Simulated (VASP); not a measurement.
# Li (P6/mmm) in VASP: further runs

Runs on Li. Level: revPBE. Tasks: single point, relaxation of cell and atoms.

All numbers are computed with VASP 6.6.1; they aren't measurements. Logs are shortened: lines on timing, memory, paths and dates and some standing lists are left out, and cuts for length are marked.

## (1) The cell of the first run

It takes space group P6/mmm (No. 191, hexagonal). Conventional cell: a = 5.066 Å, b = 5.066 Å, c = 2.972 Å, α = 90.00°, β = 90.00°, γ = 120.00°. Within 3.9 Å of Li (site symmetry 6/mmm) lie 14 Li at 2.97 to 3.28 Å. Li (site symmetry -6m2) has 11 Li at 2.92 to 3.28 Å within 3.9 Å.

This isn't the form of Li at room conditions, which is bcc.

## (2) Single point, revPBE (22.02 Å³/atom)

The input, INCAR:

```
SYSTEM = Li
  PREC = Accurate
  ENCUT = 520
  EDIFF = 1E-6
  ISMEAR = -1
  SIGMA = 0.1
  LREAL = .False.
  LASPH = .True.
  NELM = 60
  ALGO = Normal
  ISIF = 2
  LWAVE = .False.
  LCHARG = .True.
  GGA = RE
  LELF = .True.
  LVHAR = .True.
  NBANDS = 12
```

The input, KPOINTS:

```
Automatic mesh
0
Gamma
  8 8 12
  0 0 0
```

The input, POSCAR:

```
Li
1.0
    5.0661300749      0.0000000000      0.0000000000
   -2.5330650374      4.3873973438      0.0000000000
    0.0000000000      0.0000000000      2.9722364224
Li
3
Direct
    0.0000000000      0.0000000000      1.0000000000
    0.3333333333      0.6666666667      0.5000000000
    0.6666666667      0.3333333333      0.5000000000
```

Potentials or basis: VASP PAW PBE potentials, release 64 (Li_sv).

Command:

```bash
> cat potpaw_PBE.64/Li_sv/POTCAR > POTCAR
> mpirun -np 1 vasp_std > vasp.out
```

OUTCAR:

```text
SYSTEM = Li
   PREC = Accurate
   ENCUT = 520
   EDIFF = 1E-6
   ISMEAR = -1
   LREAL = .False.
   LASPH = .True.
   NELM = 60
   ISIF = 2
   GGA = RE

 ion  position               nearest neighbor table
   1  0.000  0.000  0.000-
   2  0.333  0.667  0.500-
   3  0.667  0.333  0.500-

  LATTYP: Found a hexagonal cell.
 ALAT       =     5.0661300749
 C/A-ratio  =     0.5866877436

  Lattice vectors:

 A1 = (   5.0661300749,   0.0000000000,   0.0000000000)
 A2 = (  -2.5330650374,   4.3873973438,   0.0000000000)
 A3 = (   0.0000000000,   0.0000000000,   2.9722364224)

Analysis of symmetry for initial positions (statically):
=====================================================================
 Subroutine PRICEL returns:
 Original cell was already a primitive cell.

 Routine SETGRP: Setting up the symmetry group for a
 hexagonal supercell.

 Subroutine GETGRP returns: Found 24 space group operations
 (whereof 24 operations were pure point group operations)
 out of a pool of 24 trial point group operations.

The static configuration has the point symmetry D_6h.

Analysis of symmetry for dynamics (positions and initial velocities):
=====================================================================
 Subroutine PRICEL returns:
 Original cell was already a primitive cell.

 Routine SETGRP: Setting up the symmetry group for a
 hexagonal supercell.

 Subroutine GETGRP returns: Found 24 space group operations
 (whereof 24 operations were pure point group operations)
 out of a pool of 24 trial point group operations.

The dynamic configuration has the point symmetry D_6h.

 Subroutine INISYM returns: Found 24 space group operations
 (whereof 24 operations are pure point group operations),
 and found     1 'primitive' translations

----------------------------------------------------------------------------------------

                                     Primitive cell

  volume of cell :      66.0643

  direct lattice vectors                    reciprocal lattice vectors
     5.066130075  0.000000000  0.000000000     0.197389326  0.113962780  0.000000000
    -2.533065037  4.387397344  0.000000000     0.000000000  0.227925561  0.000000000
     0.000000000  0.000000000  2.972236422     0.000000000  0.000000000  0.336446991

  length of vectors
     5.066130075  5.066130075  2.972236422     0.227925561  0.227925561  0.336446991

  position of ions in fractional coordinates (direct lattice)
     0.000000000  0.000000000  0.000000000
     0.333333333  0.666666667  0.500000000
     0.666666667  0.333333333  0.500000000

  ion indices of the primitive-cell ions
   primitive index   ion index
                 1           1
                 2           2
                 3           3

----------------------------------------------------------------------------------------

 KPOINTS: Automatic mesh

Automatic generation of k-mesh.
 Grid dimensions read from file:
 generate k-points for:    8    8   12

 Generating k-lattice:

  Cartesian coordinates                     Fractional coordinates (reciprocal lattice)
     0.024673666  0.014245348  0.000000000     0.125000000  0.000000000  0.000000000
     0.000000000  0.028490695  0.000000000     0.000000000  0.125000000  0.000000000
     0.000000000  0.000000000  0.028037249     0.000000000  0.000000000  0.083333333

  Length of vectors
     0.028490695  0.028490695  0.028037249

  Shift w.r.t. Gamma in fractional coordinates (k-lattice)
     0.000000000  0.000000000  0.000000000

 Subroutine IBZKPT returns following result:
 ===========================================

 Found     70 irreducible k-points:

 Following reciprocal coordinates:
            Coordinates               Weight
  0.000000  0.000000  0.000000      1.000000
  0.125000  0.000000  0.000000      6.000000
  0.250000  0.000000  0.000000      6.000000
  0.375000  0.000000  0.000000      6.000000
  0.500000  0.000000  0.000000      3.000000
  0.125000  0.125000  0.000000      6.000000
[... 16 lines left out ...]
  0.250000  0.000000  0.166667     12.000000
  0.375000  0.000000  0.166667     12.000000
 [... further k-points ...]
   k-points           NKPTS =     70   k-points in BZ     NKDIM =     70   number of bands    NBANDS=     12
   number of dos      NEDOS =    301   number of ions     NIONS =      3
   total plane-waves  NPLWV =  38400
   dimension x,y,z NGX =    40 NGY =   40 NGZ =   24
   dimension x,y,z NGXF=    80 NGYF=   80 NGZF=   48
   ions per type =               3
   NGX,Y,Z   is equivalent  to a cutoff of  13.13, 13.13, 13.42 a.u.
   NGXF,Y,Z  is equivalent  to a cutoff of  26.25, 26.25, 26.85 a.u.
 SYSTEM =  Li
   PREC   = accura    normal or accurate (medium, high low for compatibility)
   ISTART =      0    job   : 0-new  1-cont  2-samecut
   ICHARG =      2    charge: 1-file 2-atom 10-const
   ISPIN  =      1    spin polarized calculation?
   LNONCOLLINEAR =      F non collinear calculations
   LSORBIT =      F    spin-orbit coupling
   LASPH  =      T    aspherical Exc in radial PAW
   ENCUT  =  520.0 eV  38.22 Ry    6.18 a.u.   9.42  9.42  5.53*2*pi/ulx,y,z
   NELM   =     60;   NELMIN=  2; NELMDL= -5     # of ELM steps
   EDIFF  = 0.1E-05   stopping-criterion for ELM
   LREAL  =      F    real-space projection
   EDIFFG = 0.1E-04   stopping-criterion for IOM
   NSW    =      0    number of steps for IOM
   IBRION =     -1    ionic relax: 0-MD 1-quasi-New 2-CG
   NFREE  =      0    steps in history (QN), initial steepest desc. (CG)
   ISIF   =      2    stress and relaxation
   ISYM   =      2    0-nonsym 1-usesym 2-fastsym
   POTIM  = 0.5000    time-step for ionic-motion
   TEBEG  =    0.0;   TEEND  =   0.0 temperature during run
   PSTRESS=    0.0 pullay stress
   NELECT =       9.0000    total number of electrons
   NUPDOWN=      -1.0000    fix difference up-down
   EMIN   =  10.00;   EMAX   =-10.00  energy-range for DOS
   EFERMI =   0.00;   METHOD = LEGACY
   ISMEAR =    -1;   SIGMA  =   0.10  broadening in eV -4-tet -1-fermi 0-gaus
   EFERMI_NEDOS =   21; number of points for ismear=-14 and -15
   IALGO  =     38    algorithm
   IMIX   =      4    mixing-type and parameters
     AMIX     =   0.40;   BMIX     =  1.00
     AMIX_MAG =   1.60;   BMIX_MAG =  1.00
  volume/ion in A,a.u.               =      22.02       148.61
  Fermi-wavevector in a.u.,A,eV,Ry     =   0.842365  1.591838  9.654397  0.709578
  Thomas-Fermi vector in A             =   1.957059
   LORBIT       =      0    0 simple, 1 ext, 2 COOP (PROOUT), +10 PAW based schemes
   GGA     = RE    functional components
   LHFCALC =     F    Hartree Fock is set to
   AEXX    =    0.0000 exact exchange contribution
   IVDW    =     0    specifies the selected vdW correction
   LEPSILON=     F    determine dielectric tensor
   LRPA    =     F    only Hartree local field effects (RPA)
 non-spin polarized calculation
  energy-cutoff  :      520.00
  volume of cell :       66.06
 maximum number of plane-waves:      1800
 NGX is ok and might be reduce to    40
   NGX = 19   NGY = 19   NGZ = 11

 number of electron       9.0000006 magnetization

 Free energy of the ion-electron system (eV)
  ---------------------------------------------------
  ext. energy  EPLUGINS =         0.00000000
  ---------------------------------------------------
  free energy    TOTEN  =        -5.41060110 eV

  energy without entropy =       -5.36112007  energy(sigma->0) =       -5.38586058

 E-fermi :   0.4733     XC(G=0):  -6.7680

 val. band max:        0.4571119994   @ k =   0.2500   0.1250   0.0000
 cond. band min:       0.4779817252   @ k =   0.2500   0.2500   0.2500
 fundamental gap:      0.0208697258
 Fermi energy:         0.4733178918

 k-point     1 :       0.0000    0.0000    0.0000
  band No.  band energies     occupation
      1     -46.4117      2.00000
      2     -46.3969      2.00000
      3     -46.2977      2.00000
      4      -2.9944      2.00000
      5       2.5056      0.00000
      6       2.5056      0.00000
      7       2.5618      0.00000
      8       2.5618      0.00000
      9       5.8936      0.00000
     10       6.0377      0.00000
     11      10.1550      0.00000
     12      14.1932      0.00000

 k-point     2 :       0.1250    0.0000    0.0000
  band No.  band energies     occupation
      1     -46.4111      2.00000
      2     -46.3974      2.00000
      3     -46.2977      2.00000
      4      -2.9009      2.00000
      5       1.4487      0.00012
      6       1.6934      0.00001
      7       3.2149      0.00000
      8       3.6112      0.00000
      9       6.2638      0.00000
     10       6.4347      0.00000
     11      10.2676      0.00000
     12      13.4018      0.00000

 k-point     3 :       0.2500    0.0000    0.0000
  band No.  band energies     occupation
      1     -46.4097      2.00000
      2     -46.3988      2.00000
      3     -46.2978      2.00000
      4      -2.6208      2.00000
      5       0.3310      1.61165
      6       1.0926      0.00408
      7       3.3643      0.00000
      8       4.9217      0.00000
      9       7.0031      0.00000
     10       7.7265      0.00000
     11      10.6033      0.00000
     12      12.0523      0.00000

 k-point     4 :       0.3750    0.0000    0.0000
  band No.  band energies     occupation
      1     -46.4078      2.00000
      2     -46.4006      2.00000
      3     -46.2979      2.00000
      4      -2.1540      2.00000
      5      -0.6679      1.99998
      6       0.7317      0.14032
      7       3.3297      0.00000
      8       6.4593      0.00000
      9       7.9940      0.00000
     10       9.4048      0.00000
     11      10.1347      0.00000
     12      10.5754      0.00000

 k-point     5 :       0.5000    0.0000    0.0000
  band No.  band energies     occupation
      1     -46.4065      2.00000
      2     -46.4017      2.00000
      3     -46.2979      2.00000
      4      -1.5129      2.00000
      5      -1.4898      2.00000
      6       0.6114      0.40177
      7       3.3046      0.00000
      8       8.1744      0.00000
      9       8.2453      0.00000
     10       9.1742      0.00000
     11       9.2231      0.00000
     12      10.4864      0.00000
[... 228 lines left out ...]
      1     -46.4096      2.00000
      2     -46.3951      2.00000
      3     -46.2958      2.00000
      4      -2.6321      2.00000
      5       2.9573      0.00000
      6       2.9573      0.00000
      7       3.0271      0.00000
      8       3.0271      0.00000
      9       5.1033      0.00000
     10       5.9519      0.00000
     11       8.4610      0.00000
     12      13.1708      0.00000

 k-point    22 :       0.1250    0.0000    0.1667
  band No.  band energies     occupation
      1     -46.4091      2.00000
      2     -46.3956      2.00000
      3     -46.2958      2.00000
      4      -2.5382      2.00000
      5       1.8773      0.00000
      6       2.1536      0.00000
      7       3.5694      0.00000
      8       4.0663      0.00000
      9       5.5670      0.00000
     10       6.3305      0.00000
     11       8.5491      0.00000
     12      12.4246      0.00000

 k-point    23 :       0.2500    0.0000    0.1667
  band No.  band energies     occupation
      1     -46.4076      2.00000
      2     -46.3969      2.00000
      3     -46.2959      2.00000
      4      -2.2560      2.00000
      5       0.7310      0.14132
      6       1.5542      0.00004
      7       3.5805      0.00000
      8       5.3701      0.00000
      9       6.4424      0.00000
     10       7.4130      0.00000
     11       8.8261      0.00000
     12      11.3802      0.00000

 k-point    24 :       0.3750    0.0000    0.1667
  band No.  band energies     occupation
      1     -46.4058      2.00000
      2     -46.3987      2.00000
      3     -46.2959      2.00000
      4      -1.7855      2.00000
      5      -0.2841      1.99897
      6       1.1939      0.00148
      7       3.4951      0.00000
      8       6.8935      0.00000
      9       7.3534      0.00000
     10       8.5021      0.00000
     11       9.2100      0.00000
     12      10.4291      0.00000

 [... further k-points ...]
[... 5 lines left out ...]
  --------------------------------------------------------------------------------------
  -------------------------------------------------------------------------------------
  Total       -0.2411621     -0.2411621     -0.1725140     -0.0000000     -0.0000000     -0.0000000
  in kB       -5.8486144     -5.8486144     -4.1837744     -0.0000000     -0.0000000     -0.0000000
  external PRESSURE =      -5.2936678 kB  Pullay stress =       0.0000000 kB

 VOLUME and BASIS-vectors are now :
 -----------------------------------------------------------------------------
  energy-cutoff  :      520.00
  volume of cell :       66.06
      direct lattice vectors                 reciprocal lattice vectors
     5.066130075  0.000000000  0.000000000     0.197389326  0.113962780  0.000000000
    -2.533065037  4.387397344  0.000000000     0.000000000  0.227925561  0.000000000
     0.000000000  0.000000000  2.972236422     0.000000000  0.000000000  0.336446991

 POSITION                                       TOTAL-FORCE (eV/Angst)
 -----------------------------------------------------------------------------------
      0.00000      0.00000      0.00000        -0.000000      0.000000      0.000000
     -0.00000      2.92493      1.48612         0.000000     -0.000000     -0.000000
      2.53307      1.46247      1.48612        -0.000000      0.000000      0.000000
 -----------------------------------------------------------------------------------
    total drift:                               -0.000000      0.000000      0.000000

  FREE ENERGIE OF THE ION-ELECTRON SYSTEM (eV)
  ---------------------------------------------------
  free  energy   TOTEN  =        -5.4106010956 eV

  energy  without entropy=       -5.3611200656  energy(sigma->0) =       -5.38586058
```

Wall time 38 s (1 thread of Intel Xeon Platinum 8488C (Sapphire Rapids), shared host); peak memory 0.18 GiB.

What came out:

| Quantity | Value |
| --- | --- |
| Free energy | -5.4106 eV |
| Band gap on the k mesh | zero (an odd number of electrons rules out a gap without spin polarisation) |

Caveat: the cutoff is under 1.25 times the usual one of these potentials, so pressure, stress and relaxed cells hold a basis-set (Pulay) error; the PAW data sets were made with another functional, which shifts forces and pressure a little.

## (3) Single point, revPBE (22.87 Å³/atom)

This run uses another cell than the first one, of 22.87 Å³/atom.

The input, INCAR:

```
ALGO = Normal
EDIFF = 1E-6
ENCUT = 520
GGA = RE
ISIF = 2
ISMEAR = -1
LASPH = T
LCHARG = F
LREAL = F
LWAVE = F
NBANDS = 12
NELM = 100
PREC = Accurate
SIGMA = 0.1
```

The input, KPOINTS:

```
k-points
0
Gamma
  8 8 12
```

The input, POSCAR:

```
Li
1.0
    5.1302651122      0.0000000000      0.0000000000
   -2.5651325561      4.4429399153      0.0000000000
    0.0000000000      0.0000000000      3.0098636627
Li
3
Direct
    0.0000000000      0.0000000000      1.0000000000
    0.3333333333      0.6666666667      0.5000000000
    0.6666666667      0.3333333333      0.5000000000
```

Potentials or basis: VASP PAW PBE potentials, release 64 (Li_sv).

Command:

```bash
> cat potpaw_PBE.64/Li_sv/POTCAR > POTCAR
> mpirun -np 1 vasp_std > vasp.out
```

Run time: 48 s. Hardware: 1 thread of Intel Xeon Platinum 8488C (Sapphire Rapids), shared host; peak memory 0.19 GiB.

It converged, with:

```
Free energy            : -5.4006 eV
Band gap on the k mesh : zero (an odd number of electrons rules out a gap without spin polarisation)
```

Levels at points of the mesh, in eV from the Fermi level:
| k point | band 1 | band 2 | band 3 | band 4 | band 5 | band 6 | band 7 | band 8 | band 9 |
| --- | --- | --- | --- | --- | --- | --- | --- | --- | --- |
| (0.00, 0.00, 0.00) | -46.95 | -46.94 | -46.84 | -3.42 | 1.99 | 1.99 | 2.05 | 2.05 | 5.23 |
| (0.50, 0.00, 0.00) | -46.95 | -46.94 | -46.84 | -1.96 | -1.93 | 0.15 | 2.72 | 7.52 | 7.59 |
| (0.00, 0.00, 0.50) | -46.94 | -46.93 | -46.83 | -0.47 | 0.06 | 5.07 | 5.10 | 5.10 | 5.94 |
| (0.50, 0.00, 0.50) | -46.94 | -46.93 | -46.83 | 0.60 | 0.69 | 1.83 | 2.67 | 3.76 | 4.67 |

Caveat: the cutoff is under 1.25 times the usual one of these potentials, so pressure, stress and relaxed cells hold a basis-set (Pulay) error; the PAW data sets were made with another functional, which shifts forces and pressure a little.

## (4) Single point, revPBE (23.72 Å³/atom)

This run uses another cell than the first one, of 23.72 Å³/atom.

The input, INCAR:

```
PREC = Accurate
ENCUT = 520
EDIFF = 1E-7
ISMEAR = -1
SIGMA = 0.1
LREAL = F
LASPH = T
NELM = 80
ALGO = Normal
ISIF = 2
LWAVE = F
LCHARG = F
GGA = RE
NBANDS = 12
```

The input, KPOINTS:

```
Automatic mesh
0
Gamma
  8 8 12
```

The input, POSCAR:

```
Li
1.0
    5.1928354875      0.0000000000      0.0000000000
   -2.5964177437      4.4971274499      0.0000000000
    0.0000000000      0.0000000000      3.0465729350
Li
3
Direct
    0.0000000000      0.0000000000      1.0000000000
    0.3333333333      0.6666666667      0.5000000000
    0.6666666667      0.3333333333      0.5000000000
```

Command:

```bash
> cat potpaw_PBE.64/Li_sv/POTCAR > POTCAR
> mpirun -np 1 vasp_std > vasp.out
```

It took 46 s on 1 thread of Intel Xeon Platinum 8488C (Sapphire Rapids), shared host; peak memory 0.18 GiB.

It converged, with:

```
Free energy            : -5.3847 eV
Band gap on the k mesh : zero (an odd number of electrons rules out a gap without spin polarisation)
```

Levels at points of the mesh, in eV from the Fermi level:
```
           k point  band 1  band 2  band 3  band 4  band 5  band 6  band 7  band 8  band 9
(0.00, 0.00, 0.00)  -47.01  -47.00  -46.91   -3.36    1.96    1.96    2.02    2.02    5.04
(0.50, 0.00, 0.00)  -47.01  -47.01  -46.91   -1.93   -1.91    0.16    2.62    7.35    7.42
(0.00, 0.00, 0.50)  -47.01  -47.00  -46.90   -0.46    0.04    4.95    4.98    4.98    5.81
(0.50, 0.00, 0.50)  -47.00  -47.00  -46.90    0.60    0.68    1.78    2.57    3.68    4.58
```

Caveat: the cutoff is under 1.25 times the usual one of these potentials, so pressure, stress and relaxed cells hold a basis-set (Pulay) error; the PAW data sets were made with another functional, which shifts forces and pressure a little.

[end of part 1 of 2]

The gap in the log of VASP goes by the Fermi energy; the results here count the filled bands.